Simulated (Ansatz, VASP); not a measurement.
**CsI in VASP and in Ansatz**

```xyz
2
Lattice="4.6081 0.0000 0.0000 0.0000 4.6081 0.0000 0.0000 0.0000 4.6081" Properties=species:S:1:pos:R:3 pbc="T T T"
Cs    0.0000    0.0000    0.0000
I     2.3041    2.3041    2.3041
```

Alike in both runs: task single point; functional PBE-based screened hybrid; k mesh 4 × 4 × 4; no spin polarisation.

|  | VASP | Ansatz |
| --- | --- | --- |
| version | VASP 6.6.1 | Ansatz 0.2.0 |
| potentials or method | VASP PAW PBE potentials, release 64 (Cs_sv, I) | plane waves |
| plane-wave cutoff (eV) | 400 | 420 |
| occupations | gaussian, width 0.01 eV | fixed |
| valence electrons in the cell | 16 | 26 |

VASP gave:

| Quantity | Value |
| --- | --- |
| gap on the k mesh at the Fermi level (eV) | 5.18 |
| pressure (GPa) | 0.1 |

**Question.** Estimate Ansatz's values.

**Answer.** gap on the k mesh at the Fermi level (eV): 5.20; pressure (GPa): 0.1.

VASP's potentials were made for PBE, not for PBE-based screened hybrid. VASP's potentials hold 16 valence electrons a cell and Ansatz's 26, so a difference there can come from the potentials and not from the codes. Ansatz's warnings: stress exchange threshold loose, stress scf threshold loose.

Spin-orbit coupling is off throughout.
